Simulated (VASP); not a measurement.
# CdTe (F-43m) in VASP: vibrations by perturbation theory with LDA

Aim: the vibrations by perturbation theory of CdTe with LDA.

All numbers are computed with VASP 6.6.1; they aren't measurements. Logs are shortened: lines on timing, memory, paths and dates and some standing lists are left out, and cuts for length are marked.

### 1 The cell of the first run

Symmetry: F-43m, No. 216, cubic system. Conventional cell: a = 6.325 Å, b = 6.325 Å, c = 6.325 Å, α = 90.00°, β = 90.00°, γ = 90.00°. Within 3.6 Å of Cd (site symmetry -43m) lie 4 Te at 2.74 Å. Te (site symmetry -43m) has 4 Cd at 2.74 Å within 3.6 Å.

### 2 Vibrations by perturbation theory, LDA

Input file INCAR:

```
  PREC = Accurate
  ENCUT = 500
  EDIFF = 1E-8
  ISMEAR = 0
  SIGMA = 0.01
  LREAL = False
  LASPH = True
  NELM = 120
  ALGO = Normal
  ISIF = 2
  LWAVE = False
  LCHARG = False
  GGA = CA
  IBRION = 8
  NSW = 1
  LEPSILON = True
  GGA_COMPAT = False
```

Input file KPOINTS:

```
regular mesh
0
Gamma
  8 8 8
```

Input file POSCAR:

```
CdTe
1.0
    0.0000000000      3.1626643605      3.1626643605
    3.1626643605      0.0000000000      3.1626643605
    3.1626643605      3.1626643605      0.0000000000
Cd Te
1 1
Direct
    0.0000000000      0.0000000000      0.0000000000
    0.7500000000      0.7500000000      0.7500000000
```

Potentials or basis: VASP PAW LDA potentials, release 64 (Cd, Te).

On the command line:

```bash
cat potpaw_LDA.64/Cd/POTCAR potpaw_LDA.64/Te/POTCAR > POTCAR
mpirun -np 1 vasp_std > vasp.out
```

OUTCAR:

```text
PREC = Accurate
   ENCUT = 500
   EDIFF = 1E-8
   ISMEAR = 0
   LREAL = False
   LASPH = True
   NELM = 120
   ISIF = 2
   GGA = CA
   IBRION = 8
   NSW = 1
   LEPSILON = True

 ion  position               nearest neighbor table
   1  0.000  0.000  0.000-   2 2.74   2 2.74   2 2.74   2 2.74
   2  0.750  0.750  0.750-   1 2.74   1 2.74   1 2.74   1 2.74

  LATTYP: Found a face centered cubic cell.
 ALAT       =     6.3253287210

  Lattice vectors:

 A1 = (   0.0000000000,   3.1626643605,   3.1626643605)
 A2 = (   3.1626643605,   0.0000000000,   3.1626643605)
 A3 = (   3.1626643605,   3.1626643605,   0.0000000000)

Analysis of symmetry for initial positions (statically):
=====================================================================
 Subroutine PRICEL returns:
 Original cell was already a primitive cell.

 Routine SETGRP: Setting up the symmetry group for a
 face centered cubic supercell.

 Subroutine GETGRP returns: Found 24 space group operations
 (whereof 24 operations were pure point group operations)
 out of a pool of 48 trial point group operations.

The static configuration has the point symmetry T_d .

Analysis of symmetry for dynamics (positions and initial velocities):
=====================================================================
 Subroutine PRICEL returns:
 Original cell was already a primitive cell.

 Routine SETGRP: Setting up the symmetry group for a
 face centered cubic supercell.

 Subroutine GETGRP returns: Found 24 space group operations
 (whereof 24 operations were pure point group operations)
 out of a pool of 48 trial point group operations.

The dynamic configuration has the point symmetry T_d .

 Subroutine INISYM returns: Found 24 space group operations
 (whereof 24 operations are pure point group operations),
 and found     1 'primitive' translations

----------------------------------------------------------------------------------------

                                     Primitive cell

  volume of cell :      63.2688

  direct lattice vectors                    reciprocal lattice vectors
     0.000000000  3.162664360  3.162664360    -0.158094550  0.158094550  0.158094550
     3.162664360  0.000000000  3.162664360     0.158094550 -0.158094550  0.158094550
     3.162664360  3.162664360  0.000000000     0.158094550  0.158094550 -0.158094550

  length of vectors
     4.472682832  4.472682832  4.472682832     0.273827794  0.273827794  0.273827794

  position of ions in fractional coordinates (direct lattice)
     0.000000000  0.000000000  0.000000000
     0.750000000  0.750000000  0.750000000

  ion indices of the primitive-cell ions
   primitive index   ion index
                 1           1
                 2           2

----------------------------------------------------------------------------------------

 KPOINTS: regular mesh

Automatic generation of k-mesh.
 Grid dimensions read from file:
 generate k-points for:    8    8    8

 Generating k-lattice:

  Cartesian coordinates                     Fractional coordinates (reciprocal lattice)
    -0.019761819  0.019761819  0.019761819     0.125000000  0.000000000  0.000000000
     0.019761819 -0.019761819  0.019761819     0.000000000  0.125000000  0.000000000
     0.019761819  0.019761819 -0.019761819     0.000000000  0.000000000  0.125000000

  Length of vectors
     0.034228474  0.034228474  0.034228474

  Shift w.r.t. Gamma in fractional coordinates (k-lattice)
     0.000000000  0.000000000  0.000000000

 Subroutine IBZKPT returns following result:
 ===========================================

 Found     29 irreducible k-points:

 Following reciprocal coordinates:
            Coordinates               Weight
  0.000000  0.000000  0.000000      1.000000
  0.125000  0.000000  0.000000      8.000000
[... 489 lines left out ...]
      direct lattice vectors                 reciprocal lattice vectors
     0.000000000  3.162664360  3.162664360    -0.158094550  0.158094550  0.158094550
     3.162664360  0.000000000  3.162664360     0.158094550 -0.158094550  0.158094550
     3.162664360  3.162664360  0.000000000     0.158094550  0.158094550 -0.158094550

 POSITION                                       TOTAL-FORCE (eV/Angst)
 -----------------------------------------------------------------------------------
      0.00000      0.00000      0.00000        -0.000000     -0.000000     -0.000000
      4.74400      4.74400      4.74400         0.000000      0.000000      0.000000
 -----------------------------------------------------------------------------------
    total drift:                               -0.000000     -0.000000     -0.000000

  FREE ENERGIE OF THE ION-ELECTRON SYSTEM (eV)
  ---------------------------------------------------
  free  energy   TOTEN  =        -6.0308896665 eV

  energy  without entropy=       -6.0308896665  energy(sigma->0) =       -6.03088967

 HEAD OF MICROSCOPIC STATIC DIELECTRIC TENSOR (INDEPENDENT PARTICLE, excluding Hartree and local field effects)
 ------------------------------------------------------
          11.528985     0.000000     0.000000
          -0.000000    11.528985     0.000000
           0.000000    -0.000000    11.528985
 ------------------------------------------------------

 Free energy of the ion-electron system (eV)
  ---------------------------------------------------
  ---------------------------------------------------
  free energy    TOTEN  =        -1.82919431 eV

  energy without entropy =       -1.82919431

------------------------ aborting loop because EDIFF is reached ----------------------------------------

--------------------------------------- Ionic step        2  -------------------------------------------

------------------------ aborting loop because EDIFF is reached ----------------------------------------

--------------------------------------- Ionic step        3  -------------------------------------------

------------------------ aborting loop because EDIFF is reached ----------------------------------------

 PIEZOELECTRIC TENSOR FIELD DIRECTION 3  (e Angst)
 -----------------------------------------------------------------------------
    -0.00148  2.39903  0.00000           (  0.00000 -0.07374  0.00000)
     2.39903 -0.00148  0.00000           ( -0.07374  0.00000  0.00000)
     0.00000  0.00000 -0.00023           (  0.00000  0.00000  0.00000)

 PIEZOELECTRIC TENSOR FIELD DIRECTION 3  (C/m^2)
 -----------------------------------------------------------------------------
    -0.00038  0.60751  0.00000
     0.60751 -0.00038  0.00000
     0.00000  0.00000 -0.00006

--------------------------------------- Ionic step        4  -------------------------------------------

------------------------ aborting loop because EDIFF is reached ----------------------------------------

[... ionic steps 5 to 6 ...]

--------------------------------------- Ionic step        7  -------------------------------------------

 Free energy of the ion-electron system (eV)
  ---------------------------------------------------
  ---------------------------------------------------
  free energy    TOTEN  =        -0.04943330 eV

  energy without entropy =       -0.04943330

------------------------ aborting loop because EDIFF is reached ----------------------------------------

 INTERNAL STRAIN TENSOR  FOR ION    2  DIRECTION 1   (eV/Angst):
 -----------------------------------------------------------------------------
    -0.00875  0.00000  0.00000
     0.00000  0.00701  7.86020
     0.00000  7.86020  0.00701

 MACROSCOPIC STATIC DIELECTRIC TENSOR (including local field effects in DFT)
 ------------------------------------------------------
          10.979521    -0.000000    -0.000000
           0.000000    10.979521    -0.000000
           0.000000     0.000000    10.979521
 ------------------------------------------------------

 PIEZOELECTRIC TENSOR (including local field effects)  for field in x, y, z        (e  Angst)
          XX          YY          ZZ          XY          YZ          ZX
  --------------------------------------------------------------------------------
  x     0.00000     0.00000     0.00000     0.00000     2.41920     0.00000
  y     0.00000     0.00000    -0.00000     0.00000     0.00000     2.41920
  z     0.00000     0.00000     0.00000     2.41920     0.00000     0.00000

 PIEZOELECTRIC TENSOR (including local field effects)  for field in x, y, z        (C/m^2)
          XX          YY          ZZ          XY          YZ          ZX
  --------------------------------------------------------------------------------
  x     0.00000     0.00000     0.00000     0.00000     0.61262     0.00000
  y     0.00000     0.00000    -0.00000     0.00000     0.00000     0.61262
  z     0.00000     0.00000     0.00000     0.61262     0.00000     0.00000

 BORN EFFECTIVE CHARGES (including local field effects) (in |e|, cummulative output)
 ---------------------------------------------------------------------------------
 ion    1
    1     2.12690     0.00000     0.00000
    2     0.00000     2.12690     0.00000
    3     0.00000     0.00000     2.12690
 ion    2
    1    -2.12690     0.00000     0.00000
    2     0.00000    -2.12690     0.00000
    3    -0.00000    -0.00000    -2.12690

 INTERNAL STRAIN TENSOR FOR ION    2 for displacements in x,y,z  (eV/Angst):
          X           Y           Z          XY          YZ          ZX
  --------------------------------------------------------------------------------
  x     0.00000    -0.00000     0.00000     0.00000     7.86020     0.00000
  y    -0.00000     0.00000     0.00000     0.00000     0.00000     7.86020
  z     0.00000    -0.00000     0.00000     7.86020     0.00000     0.00000

 SECOND DERIVATIVES (NOT SYMMETRIZED)
 ------------------------------------
               1X          1Y          1Z          2X          2Y          2Z
  1X    -5.716122    0.000000    0.000000    5.716122    0.000000    0.000000
  1Y     0.000000   -5.716122    0.000000    0.000000    5.716122    0.000000
  1Z     0.000000    0.000000   -5.716122    0.000000    0.000000    5.716122
  2X     5.682238    0.000000    0.000000   -5.682238    0.000000    0.000000
  2Y     0.000000    5.682238    0.000000    0.000000   -5.682238    0.000000
  2Z     0.000000    0.000000    5.682238    0.000000    0.000000   -5.682238

 Eigenvectors and eigenvalues of the dynamical matrix
 ----------------------------------------------------

   1 f  =    4.828187 THz    30.336393 2PiTHz  161.050979 cm-1    19.967767 meV
             X         Y         Z           dx          dy          dz
      0.000000  0.000000  0.000000    -0.730152    0.000000    0.000000
      4.743997  4.743997  4.743997     0.683285    0.000000    0.000000
[... 21 lines left out ...]
   6 f/i=    0.007161 THz     0.044991 2PiTHz    0.238852 cm-1     0.029614 meV
             X         Y         Z           dx          dy          dz
      0.000000  0.000000  0.000000     0.000000    0.391541   -0.559977
      4.743997  4.743997  4.743997     0.000000    0.418397   -0.598386

--------------------------------------------------------------------------------------------------------

 MACROSCOPIC STATIC DIELECTRIC TENSOR IONIC CONTRIBUTION
 ------------------------------------------------------
           2.270150     0.000000     0.000000
           0.000000     2.270150    -0.000000
           0.000000    -0.000000     2.270150
 ------------------------------------------------------

 ELASTIC MODULI CONTR FROM IONIC RELAXATION (kBar)
 Direction    XX          YY          ZZ          XY          YZ          ZX
 --------------------------------------------------------------------------------
 XX          -0.0000     -0.0000      0.0000      0.0000      0.0000      0.0000
 YY          -0.0000     -0.0000      0.0000      0.0000      0.0000     -0.0000
 ZZ           0.0000      0.0000     -0.0000      0.0000     -0.0000     -0.0000
 XY           0.0000      0.0000      0.0000   -284.0091     -0.0000      0.0000
 YZ           0.0000      0.0000     -0.0000     -0.0000   -284.0091     -0.0000
 ZX           0.0000     -0.0000     -0.0000      0.0000     -0.0000   -284.0091
 --------------------------------------------------------------------------------

 PIEZOELECTRIC TENSOR IONIC CONTR  for field in x, y, z        (C/m^2)
          XX          YY          ZZ          XY          YZ          ZX
  --------------------------------------------------------------------------------
  x     0.00000     0.00000    -0.00000    -0.00000    -0.75555    -0.00000
  y     0.00000    -0.00000    -0.00000     0.00000    -0.00000    -0.75555
  z     0.00000     0.00000     0.00000    -0.75555    -0.00000     0.00000
```

Wall time 19 min (1 thread of Intel Xeon 8259CL, shared host); peak memory 0.36 GiB.

Results:

```yaml
Electronic_dielectric_tensor_diagonal: 10.98
Born_charges_mean_of_the_diagonal: Cd +2.13; Te -2.13 e
Highest_phonon_frequency_at_Γ_LO-TO_splitting_left_out: 161 cm⁻¹
```

Phonon frequencies in cm⁻¹ (negative: imaginary):
| q point | frequencies |
| --- | --- |
| (0.000, 0.000, 0.000) | 0 0 0 161 161 161 |

Electronic dielectric tensor:
```
10.98  0.00  0.00
 0.00 10.98  0.00
 0.00  0.00 10.98
```

Born effective charge tensors (e):
atom 1, Cd
```
2.13 0.00 0.00
0.00 2.13 0.00
0.00 0.00 2.13
```
atom 2, Te
```
-2.13  0.00  0.00
 0.00 -2.13  0.00
 0.00  0.00 -2.13
```

Caveat: the cell stands under pressure or tension, which shifts response properties; spin-orbit coupling is left out, which moves the levels of the heavy elements.
